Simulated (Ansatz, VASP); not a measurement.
One calculation of Ga2TeO2, two programs

The input INCAR:

```
  PREC = Accurate
  ENCUT = 520
  EDIFF = 1E-6
  ISMEAR = 0
  SIGMA = 0.1
  LREAL = F
  LASPH = T
  NELM = 60
  ALGO = Normal
  ISIF = 2
  LWAVE = F
  LCHARG = T
  GGA = PE
  LELF = T
  LVHAR = T
  NBANDS = 30
```

The input KPOINTS:

```
regular mesh
0
Gamma
  4 4 4
```

POSCAR

```
Ga2TeO2
1.0
    4.3546187800      0.0000000000      0.0000000000
    0.0000000000      4.3546187800      0.0000000000
    0.0000000000      0.0000000000      5.0979836500
Ga Te O
2 1 2
Direct
    0.5000000000      0.5000000000      0.3348668400
    0.5000000000      0.5000000000      0.6651331600
    0.5000000000      0.5000000000      0.0000000000
    0.5000000000      0.0000000000      0.5000000000
    0.0000000000      0.5000000000      0.5000000000
```

Input for Ansatz:

```yaml
crystal:
  lattice:
    - [4.35461878, 0.0, 0.0]
    - [0.0, 4.35461878, 0.0]
    - [0.0, 0.0, 5.09798365]
  atoms:
    - { symbol: Ga, position: [0.5, 0.5, 0.33486684] }
    - { symbol: Ga, position: [0.5, 0.5, 0.66513316] }
    - { symbol: Te, position: [0.5, 0.5, 0.0] }
    - { symbol: O, position: [0.5, 0.0, 0.5] }
    - { symbol: O, position: [0.0, 0.5, 0.5] }
basis:
  ecutwfc: 420
kpoints:
  mp_grid: { grid: [4, 4, 4] }
hamiltonian:
  xc: pbe
scf:
  occupations: { method: gaussian, width: 0.1 }
  lower_state_search: "off"
output:
  forces: true
  stress: true
  eigenvalues: true
```

Alike in both runs: task single point; functional PBE; k mesh 4 × 4 × 4; occupations gaussian, width 0.1 eV; no spin polarisation.

```csv
,VASP,Ansatz
version,VASP 6.6.1,Ansatz 0.2.0
potentials or method,"VASP PAW PBE potentials, release 64 (Ga_d, Te, O), cutoff 520 eV","scalar-relativistic, plane waves, PAW"
valence electrons in the cell,44,54
```

VASP gave:

| Property | Result |
| --- | --- |
| gap on the k mesh at the Fermi level (eV) | none |
| rms of the force components (eV/Å) | 4.811 |

Question: Estimate Ansatz's values.

Answer: gap on the k mesh at the Fermi level (eV): none; rms of the force components (eV/Å): 5.327.

Atom by atom the forces differ by 0.516 eV/Å (rms over components). A gap of «none» marks a metal or a gap that the smearing closes. The functional is the same, so the differences come from potentials, cutoffs and numerics. VASP's potentials hold 44 valence electrons a cell and Ansatz's 54, so a difference there can come from the potentials and not from the codes.

The k mesh is coarse, so the values compare programs but aren't converged. Neither program's run includes spin-orbit coupling.
